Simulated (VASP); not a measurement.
A run of VASP 6.6.1 is set up as follows.

Contents of INCAR:

```
SYSTEM = Pt
PREC     = Accurate       ! precision mode
ENCUT    = 600            ! plane-wave cutoff, eV
EDIFF    = 1E-7           ! SCF threshold, eV
ISMEAR   = 0              ! smearing method
SIGMA    = 0.1            ! smearing width, eV
LREAL    = .False.        ! projectors in reciprocal space
LASPH    = .True.         ! aspherical terms in the spheres
NELM     = 80             ! most SCF steps
ALGO     = Normal         ! electronic algorithm
ISIF     = 3              ! what is computed and relaxed
LWAVE    = .False.        ! write WAVECAR
LCHARG   = .False.        ! write CHGCAR
GGA      = PS             ! functional
IBRION   = 2              ! ionic algorithm
NSW      = 90             ! ionic steps
EDIFFG   = -0.04          ! ionic threshold
```

KPOINTS

```
Automatic mesh
0
Gamma
  9 9 2
  0 0 0
```

Contents of POSCAR:

```
Pt
1.0
    2.7395053003      0.0000000000      0.0000000000
   -1.3697526502      2.3724811839      0.0000000000
    0.0000000000      0.0000000000      9.2463984083
Pt
4
Direct
    0.0000000000      0.0000000000      0.0000000000
    0.0000000000      0.0000000000      0.5000000000
    0.3333333333      0.6666666667      0.7500000000
    0.6666666667      0.3333333333      0.2500000000
```

Potentials or basis: VASP PAW PBE potentials, release 64 (Pt).

Command:

```sh
$ cat potpaw_PBE.64/Pt/POTCAR > POTCAR
$ mpirun -np 1 vasp_std > vasp.out
```

Task: Predict the space group after relaxing (to 0.1 Å).

Result: P6_3/mmc (No. 194).

Task: Estimate the relaxed cell.

Result: a = 2.750 Å, b = 2.750 Å, c = 9.204 Å, α = 90.00°, β = 90.00°, γ = 120.00°.

Task: Estimate the relaxed volume.

Result: 15.07 Å³/atom.

Final structure:
```xyz
4
Lattice="2.7496 0.0000 0.0000 -1.3748 2.3812 0.0000 0.0000 0.0000 9.2044" Properties=species:S:1:pos:R:3 pbc="T T T"
Pt    2.7496    0.0000    0.0000
Pt    2.7496    0.0000    4.6022
Pt    0.0000    1.5875    6.9033
Pt    1.3748    0.7937    2.3011
```

Caveat: the highest band is partly filled, so the run has too few bands; the PAW data sets were made with another functional, which shifts forces and pressure a little.
